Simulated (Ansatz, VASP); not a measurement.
# One calculation of BaTiO3, two programs

```
CELL_PARAMETERS angstrom
4.18000 0.00000 0.00000
0.00000 4.18000 0.00000
0.00000 0.00000 4.34082
ATOMIC_POSITIONS crystal
Ba 0.00000 0.00000 0.00000
Ti 0.50000 0.50000 0.50000
O 0.50000 0.50000 0.00000
O 0.50000 0.00000 0.50000
O 0.00000 0.50000 0.50000
```

Change from the starting cell: strain +0.040 along x and y, +0.080 along z, atoms carried along.

Alike in both runs: task single point; functional PBE; k mesh 8 × 8 × 8; occupations gaussian, width 0.05 eV; no spin polarisation.

```csv
,VASP,Ansatz
version,VASP 6.6.1,Ansatz 0.2.0
potentials or method,"VASP PAW PBE potentials, release 64 (Ba_sv, Ti_sv, O), cutoff 520 eV","scalar-relativistic, plane waves, PAW"
valence electrons in the cell,40,40
```

Ansatz gave:

- gap on the k mesh at the Fermi level (eV): 1.40
- least direct gap on the mesh (eV): 1.66
- pressure (GPa): -17.6
- traceless stress, the component that is largest in VASP (GPa): -1.69

Question: Which values does VASP return?

Answer: gap on the k mesh at the Fermi level (eV): 1.36; least direct gap on the mesh (eV): 1.63; pressure (GPa): -16.6; traceless stress, the component that is largest in VASP (GPa): -1.80.

With one functional, cell and mesh, what is left measures potentials, basis and numerics.

Spin-orbit coupling is off throughout.
